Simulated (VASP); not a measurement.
# WS2 in VASP: further runs

Aim: see how the results for WS2 move with the level of theory and the settings. Levels: PBE, RPBE, revPBE, BLYP. Tasks: single point.

Program: VASP 6.6.1. These are calculated values, not measurements. Logs are shortened: lines on timing, memory, paths and dates and some standing lists are left out, and cuts for length are marked.

## Step 1: The cell of the first run

The cell holds a slab with vacuum, 12 atoms: a = 3.188 Å, b = 3.188 Å, c = 37.834 Å, α = 90.00°, β = 90.00°, γ = 120.00°.

## Step 2: Single point, PBE

Contents of INCAR:

```
SYSTEM = WS2
  ALGO = Normal
  EDIFF = 1E-6
  ENCUT = 500
  GGA = PE
  GGA_COMPAT = .False.
  ISIF = 2
  ISMEAR = -1
  LASPH = .True.
  LCHARG = .False.
  LREAL = .False.
  LWAVE = .False.
  NBANDS = 64
  NELM = 120
  PREC = Accurate
  SIGMA = 0.05
```

Contents of KPOINTS:

```
k-points
0
Gamma
  10 10 1
  0 0 0
```

Contents of POSCAR:

```
WS2
1.0
    3.1878218453      0.0000000000      0.0000000000
   -1.5939109227      2.7607347008      0.0000000000
    0.0000000000      0.0000000000     37.8335602173
W S
4 8
Direct
    0.3333333333      0.6666666667      0.5975024700
    0.3333333333      0.6666666667      0.2071091062
    0.6666666667      0.3333333333      0.7928908938
    0.6666666667      0.3333333333      0.4024975300
    0.3333333333      0.6666666667      0.8344161040
    0.3333333333      0.6666666667      0.4440224665
    0.6666666667      0.3333333333      0.6390274614
    0.6666666667      0.3333333333      0.2486356745
    0.3333333333      0.6666666667      0.7513643255
    0.3333333333      0.6666666667      0.3609725386
    0.6666666667      0.3333333333      0.5559775335
    0.6666666667      0.3333333333      0.1655838960
```

Potentials or basis: VASP PAW PBE potentials, release 64 (W_sv, S).

The run is started by

```
> cat potpaw_PBE.64/W_sv/POTCAR potpaw_PBE.64/S/POTCAR > POTCAR
> mpirun -np 1 vasp_std > vasp.out
```

OUTCAR:

```text
SYSTEM = WS2
   EDIFF = 1E-6
   ENCUT = 500
   GGA = PE
   ISIF = 2
   ISMEAR = -1
   LASPH = .True.
   LREAL = .False.
   NELM = 120
   PREC = Accurate

 ion  position               nearest neighbor table
   1  0.333  0.667  0.598-  11 2.42  11 2.42  11 2.42   7 2.42   7 2.42   7 2.42
   2  0.333  0.667  0.207-  12 2.42  12 2.42  12 2.42   8 2.42   8 2.42   8 2.42
   3  0.667  0.333  0.793-   5 2.42   5 2.42   5 2.42   9 2.42   9 2.42   9 2.42
   4  0.667  0.333  0.402-   6 2.42   6 2.42   6 2.42  10 2.42  10 2.42  10 2.42
   5  0.333  0.667  0.834-   3 2.42   3 2.42   3 2.42
   6  0.333  0.667  0.444-   4 2.42   4 2.42   4 2.42
   7  0.667  0.333  0.639-   1 2.42   1 2.42   1 2.42
   8  0.667  0.333  0.249-   2 2.42   2 2.42   2 2.42
   9  0.333  0.667  0.751-   3 2.42   3 2.42   3 2.42
  10  0.333  0.667  0.361-   4 2.42   4 2.42   4 2.42
  11  0.667  0.333  0.556-   1 2.42   1 2.42   1 2.42
  12  0.667  0.333  0.166-   2 2.42   2 2.42   2 2.42

  LATTYP: Found a hexagonal cell.
 ALAT       =     3.1878218453
 C/A-ratio  =    11.8681538848

  Lattice vectors:

 A1 = (   3.1878218453,   0.0000000000,   0.0000000000)
 A2 = (  -1.5939109227,   2.7607347008,   0.0000000000)
 A3 = (   0.0000000000,   0.0000000000,  37.8335602173)

Analysis of symmetry for initial positions (statically):
=====================================================================
 Subroutine PRICEL returns:
 Original cell was already a primitive cell.

 Routine SETGRP: Setting up the symmetry group for a
 hexagonal supercell.

 Subroutine GETGRP returns: Found 12 space group operations
 (whereof 12 operations were pure point group operations)
 out of a pool of 24 trial point group operations.

The static configuration has the point symmetry D_3d.

Analysis of symmetry for dynamics (positions and initial velocities):
=====================================================================
 Subroutine PRICEL returns:
 Original cell was already a primitive cell.

 Routine SETGRP: Setting up the symmetry group for a
 hexagonal supercell.

 Subroutine GETGRP returns: Found 12 space group operations
 (whereof 12 operations were pure point group operations)
 out of a pool of 24 trial point group operations.

The dynamic configuration has the point symmetry D_3d.

 Subroutine INISYM returns: Found 12 space group operations
 (whereof 12 operations are pure point group operations),
 and found     1 'primitive' translations

----------------------------------------------------------------------------------------

                                     Primitive cell

  volume of cell :     332.9630

  direct lattice vectors                    reciprocal lattice vectors
     3.187821845  0.000000000  0.000000000     0.313693816  0.181111209  0.000000000
    -1.593910923  2.760734701  0.000000000     0.000000000  0.362222418  0.000000000
     0.000000000  0.000000000 37.833560217     0.000000000  0.000000000  0.026431560

  length of vectors
     3.187821845  3.187821845 37.833560217     0.362222418  0.362222418  0.026431560

  position of ions in fractional coordinates (direct lattice)
     0.333333333  0.666666667  0.597502470
     0.333333333  0.666666667  0.207109106
     0.666666667  0.333333333  0.792890894
     0.666666667  0.333333333  0.402497530
     0.333333333  0.666666667  0.834416104
     0.333333333  0.666666667  0.444022467
     0.666666667  0.333333333  0.639027461
     0.666666667  0.333333333  0.248635675
     0.333333333  0.666666667  0.751364325
     0.333333333  0.666666667  0.360972539
     0.666666667  0.333333333  0.555977533
     0.666666667  0.333333333  0.165583896

  ion indices of the primitive-cell ions
   primitive index   ion index
                 1           1
                 2           2
                 3           3
                 4           4
                 5           5
                 6           6
                 7           7
                 8           8
                 9           9
                10          10
                11          11
                12          12

----------------------------------------------------------------------------------------

 KPOINTS: k-points

Automatic generation of k-mesh.
 Grid dimensions read from file:
 generate k-points for:   10   10    1

 Generating k-lattice:

  Cartesian coordinates                     Fractional coordinates (reciprocal lattice)
     0.031369382  0.018111121  0.000000000     0.100000000  0.000000000  0.000000000
     0.000000000  0.036222242  0.000000000     0.000000000  0.100000000  0.000000000
     0.000000000  0.000000000  0.026431560     0.000000000  0.000000000  1.000000000

  Length of vectors
     0.036222242  0.036222242  0.026431560

  Shift w.r.t. Gamma in fractional coordinates (k-lattice)
     0.000000000  0.000000000  0.000000000

 Subroutine IBZKPT returns following result:
 ===========================================

 Found     14 irreducible k-points:

 Following reciprocal coordinates:
            Coordinates               Weight
  0.000000  0.000000  0.000000      1.000000
  0.100000 -0.000000  0.000000      6.000000
  0.200000 -0.000000  0.000000      6.000000
  0.300000  0.000000  0.000000      6.000000
  0.400000 -0.000000  0.000000      6.000000
  0.500000 -0.000000  0.000000      3.000000
  0.100000  0.100000  0.000000      6.000000
  0.200000  0.100000  0.000000     12.000000
  0.300000  0.100000  0.000000     12.000000
  0.400000  0.100000  0.000000     12.000000
  0.200000  0.200000  0.000000      6.000000
  0.300000  0.200000  0.000000     12.000000
  0.400000  0.200000  0.000000      6.000000
  0.300000  0.300000  0.000000      6.000000
   k-points           NKPTS =     14   k-points in BZ     NKDIM =     14   number of bands    NBANDS=     64
   number of dos      NEDOS =    301   number of ions     NIONS =     12
   total plane-waves  NPLWV = 161280
   dimension x,y,z NGX =    24 NGY =   24 NGZ =  280
   dimension x,y,z NGXF=    48 NGYF=   48 NGZF=  560
   ions per type =               4   8
   NGX,Y,Z   is equivalent  to a cutoff of  12.52, 12.52, 12.30 a.u.
   NGXF,Y,Z  is equivalent  to a cutoff of  25.03, 25.03, 24.61 a.u.
 SYSTEM =  WS2
   PREC   = accura    normal or accurate (medium, high low for compatibility)
   ISTART =      0    job   : 0-new  1-cont  2-samecut
   ICHARG =      2    charge: 1-file 2-atom 10-const
   ISPIN  =      1    spin polarized calculation?
   LNONCOLLINEAR =      F non collinear calculations
   LSORBIT =      F    spin-orbit coupling
   LASPH  =      T    aspherical Exc in radial PAW
   ENCUT  =  500.0 eV  36.75 Ry    6.06 a.u.   5.81  5.81 68.98*2*pi/ulx,y,z
   NELM   =    120;   NELMIN=  2; NELMDL= -5     # of ELM steps
   EDIFF  = 0.1E-05   stopping-criterion for ELM
   LREAL  =      F    real-space projection
   EDIFFG = 0.1E-04   stopping-criterion for IOM
   NSW    =      0    number of steps for IOM
   IBRION =     -1    ionic relax: 0-MD 1-quasi-New 2-CG
   NFREE  =      0    steps in history (QN), initial steepest desc. (CG)
   ISIF   =      2    stress and relaxation
   ISYM   =      2    0-nonsym 1-usesym 2-fastsym
   POTIM  = 0.5000    time-step for ionic-motion
   TEBEG  =    0.0;   TEEND  =   0.0 temperature during run
   PSTRESS=    0.0 pullay stress
   NELECT =     104.0000    total number of electrons
   NUPDOWN=      -1.0000    fix difference up-down
   EMIN   =  10.00;   EMAX   =-10.00  energy-range for DOS
   EFERMI =   0.00;   METHOD = LEGACY
   ISMEAR =    -1;   SIGMA  =   0.05  broadening in eV -4-tet -1-fermi 0-gaus
   EFERMI_NEDOS =   21; number of points for ismear=-14 and -15
   IALGO  =     38    algorithm
   IMIX   =      4    mixing-type and parameters
     AMIX     =   0.40;   BMIX     =  1.00
     AMIX_MAG =   1.60;   BMIX_MAG =  1.00
  volume/ion in A,a.u.               =      27.75       187.25
  Fermi-wavevector in a.u.,A,eV,Ry     =   1.110761  2.099034 16.786733  1.233790
  Thomas-Fermi vector in A             =   2.247316
   LORBIT       =      0    0 simple, 1 ext, 2 COOP (PROOUT), +10 PAW based schemes
   GGA     = PE    functional components
   LHFCALC =     F    Hartree Fock is set to
   AEXX    =    0.0000 exact exchange contribution
   IVDW    =     0    specifies the selected vdW correction
   LEPSILON=     F    determine dielectric tensor
   LRPA    =     F    only Hartree local field effects (RPA)
 non-spin polarized calculation
  energy-cutoff  :      500.00
  volume of cell :      332.96
 maximum number of plane-waves:      8504
 NGX is ok and might be reduce to    24
   NGX = 11   NGY = 11   NGZ =137

 number of electron     104.0000005 magnetization

 Free energy of the ion-electron system (eV)
  ---------------------------------------------------
  ext. energy  EPLUGINS =         0.00000000
  ---------------------------------------------------
  free energy    TOTEN  =       -94.71823428 eV

  energy without entropy =      -94.71823428  energy(sigma->0) =      -94.71823428

 E-fermi :   3.3155     XC(G=0):  -7.6271

 val. band max:        2.4735835404   @ k =   0.0000   0.0000   0.0000
 cond. band min:       4.3084475014   @ k =   0.2000   0.1000   0.0000
 fundamental gap:      1.8348639610
 Fermi energy:         3.3155006597

 k-point     1 :       0.0000    0.0000    0.0000
  band No.  band energies     occupation
      1     -71.7142      2.00000
      2     -71.7141      2.00000
      3     -71.7141      2.00000
      4     -71.7140      2.00000
      5     -35.9420      2.00000
      6     -35.9420      2.00000
[... 56 lines left out ...]
     63       5.3465      0.00000
     64       5.3493      0.00000

 k-point     2 :       0.1000   -0.0000    0.0000
  band No.  band energies     occupation
      1     -71.7126      2.00000
      2     -71.7126      2.00000
      3     -71.7125      2.00000
      4     -71.7125      2.00000
      5     -35.9363      2.00000
      6     -35.9363      2.00000
[... 56 lines left out ...]
     63       5.2089      0.00000
     64       5.2127      0.00000

 k-point     3 :       0.2000   -0.0000    0.0000
  band No.  band energies     occupation
      1     -71.7085      2.00000
      2     -71.7085      2.00000
      3     -71.7084      2.00000
      4     -71.7084      2.00000
      5     -35.9215      2.00000
      6     -35.9215      2.00000
[... 726 lines left out ...]
     63       6.0228      0.00000
     64       6.0547      0.00000

 k-point    14 :       0.3000    0.3000    0.0000
  band No.  band energies     occupation
      1     -71.6962      2.00000
      2     -71.6962      2.00000
      3     -71.6961      2.00000
      4     -71.6961      2.00000
      5     -36.0551      2.00000
      6     -36.0551      2.00000
[... 56 lines left out ...]
     63       6.1959      0.00000
     64       6.2211      0.00000

------------------------ aborting loop because EDIFF is reached ----------------------------------------

  FORCE on cell =-STRESS in cart. coord.  units (eV):
  Direction    XX          YY          ZZ          XY          YZ          ZX
  --------------------------------------------------------------------------------------
  -------------------------------------------------------------------------------------
  Total       -0.0797978     -0.0797978     -0.0757221      0.0000000      0.0000000     -0.0000000
  in kB       -0.3839775     -0.3839775     -0.3643656      0.0000000      0.0000000     -0.0000000
  external PRESSURE =      -0.3774402 kB  Pullay stress =       0.0000000 kB

 VOLUME and BASIS-vectors are now :
 -----------------------------------------------------------------------------
  energy-cutoff  :      500.00
  volume of cell :      332.96
      direct lattice vectors                 reciprocal lattice vectors
     3.187821845  0.000000000  0.000000000     0.313693816  0.181111209  0.000000000
    -1.593910923  2.760734701  0.000000000     0.000000000  0.362222418  0.000000000
     0.000000000  0.000000000 37.833560217     0.000000000  0.000000000  0.026431560

 POSITION                                       TOTAL-FORCE (eV/Angst)
 -----------------------------------------------------------------------------------
     -0.00000      1.84049     22.60565        -0.000000      0.000000      0.000074
     -0.00000      1.84049      7.83567        -0.000000     -0.000000     -0.000880
      1.59391      0.92024     29.99789         0.000000     -0.000000      0.000880
      1.59391      0.92024     15.22791         0.000000     -0.000000     -0.000074
     -0.00000      1.84049     31.56893         0.000000      0.000000      0.002792
     -0.00000      1.84049     16.79895        -0.000000     -0.000000      0.003238
      1.59391      0.92024     24.17668        -0.000000      0.000000      0.003244
      1.59391      0.92024      9.40677        -0.000000     -0.000000      0.002664
     -0.00000      1.84049     28.42679         0.000000     -0.000000     -0.002664
     -0.00000      1.84049     13.65688        -0.000000      0.000000     -0.003244
      1.59391      0.92024     21.03461         0.000000      0.000000     -0.003238
      1.59391      0.92024      6.26463        -0.000000     -0.000000     -0.002792
 -----------------------------------------------------------------------------------
    total drift:                                0.000000     -0.000000      0.000000

  FREE ENERGIE OF THE ION-ELECTRON SYSTEM (eV)
  ---------------------------------------------------
  free  energy   TOTEN  =       -94.7182342796 eV

  energy  without entropy=      -94.7182342763  energy(sigma->0) =      -94.71823428
```

It took 8.8 min on 1 thread of Intel Xeon 6975P-C, shared host; peak memory 0.53 GiB.

What came out:

```yaml
Free_energy: -94.7182 eV
Largest_force: 0.003 eV/Å
Band_gap_on_the_k_mesh: 1.83 eV, indirect (least direct gap 2.14 eV)
```

Forces on the atoms (eV/Å):
```
W    0.000  0.000  0.000
W    0.000  0.000 -0.001
W    0.000  0.000  0.001
W    0.000  0.000  0.000
S    0.000  0.000  0.003
S    0.000  0.000  0.003
S    0.000  0.000  0.003
S    0.000  0.000  0.003
S    0.000  0.000 -0.003
S    0.000  0.000 -0.003
S    0.000  0.000 -0.003
S    0.000  0.000 -0.003
```

Caveat: spin-orbit coupling is left out, which moves the levels of the heavy elements.

## Step 3: Single point, RPBE

This run uses another cell than the first one, of 25.73 Å³/atom, 0.927 times its volume.

Contents of INCAR:

```
SYSTEM = WS2
PREC = Accurate
ENCUT = 520
EDIFF = 1E-6
ISMEAR = -1
SIGMA = 0.05
LREAL = .False.
LASPH = .True.
NELM = 100
ALGO = Normal
ISIF = 2
LWAVE = .False.
LCHARG = .False.
GGA = RP
NBANDS = 64
```

Contents of KPOINTS:

```
regular mesh
0
Gamma
  7 7 1
  0 0 0
```

Contents of POSCAR:

```
WS2
1.0
    3.1831225544      0.0000000000      0.0000000000
   -1.5915612772      2.7566649955      0.0000000000
    0.0000000000      0.0000000000     35.1805582101
W S
4 8
Direct
    0.3333333333      0.6666666667      0.5923166100
    0.3333333333      0.6666666667      0.2234000000
    0.6666666667      0.3333333333      0.7766000000
    0.6666666667      0.3333333333      0.4076833900
    0.3333333333      0.6666666667      0.8211496400
    0.3333333333      0.6666666667      0.4520236900
    0.6666666667      0.3333333333      0.6366210700
    0.6666666667      0.3333333333      0.2677418400
    0.3333333333      0.6666666667      0.7322581600
    0.3333333333      0.6666666667      0.3633789300
    0.6666666667      0.3333333333      0.5479763100
    0.6666666667      0.3333333333      0.1788503600
```

Potentials or basis: VASP PAW PBE potentials, release 64 (W_sv, S).

The run is started by

```
> cat potpaw_PBE.64/W_sv/POTCAR potpaw_PBE.64/S/POTCAR > POTCAR
> mpirun -np 1 vasp_std > vasp.out
```

Run time: 6.6 min. Hardware: 1 thread of AMD EPYC 7R13, shared host; peak memory 0.42 GiB.

It converged, with:

```yaml
Free_energy: -89.7406 eV
Largest_force: 0.322 eV/Å
Band_gap_on_the_k_mesh: 1.47 eV, indirect (least direct gap 2.38 eV)
```

Forces in eV/Å, atoms in the order of the input:
```
W    0.000  0.000 -0.021
W    0.000  0.000 -0.142
W    0.000  0.000  0.142
W    0.000  0.000  0.021
S    0.000  0.000  0.294
S    0.000  0.000  0.304
S    0.000  0.000  0.322
S    0.000  0.000  0.284
S    0.000  0.000 -0.284
S    0.000  0.000 -0.322
S    0.000  0.000 -0.304
S    0.000  0.000 -0.294
```

Levels at points of the mesh, in eV from the valence-band top:
| k point | band 48 | band 49 | band 50 | band 51 | band 52 | band 53 | band 54 | band 55 | band 56 | band 57 |
| --- | --- | --- | --- | --- | --- | --- | --- | --- | --- | --- |
| (0.00, 0.00, 0.00) | -1.89 | -0.71 | -0.45 | -0.18 | 0.00 | 2.43 | 2.43 | 2.44 | 2.44 | 2.44 |

Caveat: the PAW data sets were made with another functional, which shifts forces and pressure a little; spin-orbit coupling is left out, which moves the levels of the heavy elements.

(Continued in part 2 of 2.)
